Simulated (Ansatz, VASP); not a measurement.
Au in VASP and in Ansatz

```
Au
1.0
     2.86830    0.00000    0.00000
    -1.43415    2.48402    0.00000
     0.00000    0.00000    9.55381
Au
4
Direct
  0.00000 0.00000 0.00000
  0.00000 0.00000 0.50000
  0.33333 0.66667 0.25000
  0.66667 0.33333 0.75000
```

Alike in both runs: functional PBEsol; k mesh 13 × 13 × 4; occupations fermi-dirac, width 0.1 eV; no spin polarisation.

Ansatz relaxed the structure, and its values are those at the end. VASP's run is a single point on that final structure, the one shown.

|  | VASP | Ansatz |
| --- | --- | --- |
| version | VASP 6.6.1 | Ansatz 0.2.0 |
| potentials or method | VASP PAW PBE potentials, release 64 (Au), cutoff 520 eV | plane waves (420 eV) with PAW, scalar-relativistic |
| valence electrons in the cell | 44 | 76 |

|  | VASP | Ansatz | Ansatz less VASP |
| --- | --- | --- | --- |
| pressure (GPa) | -0.3 | 0.0 | +0.29 |

VASP's potentials were made for PBE, not for PBEsol, and Ansatz warns of the same on its side. The functional is the same, so the differences come from potentials, cutoffs and numerics. VASP's potentials hold 44 valence electrons a cell and Ansatz's 76, so a difference there can come from the potentials and not from the codes.

Spin-orbit coupling is off throughout.
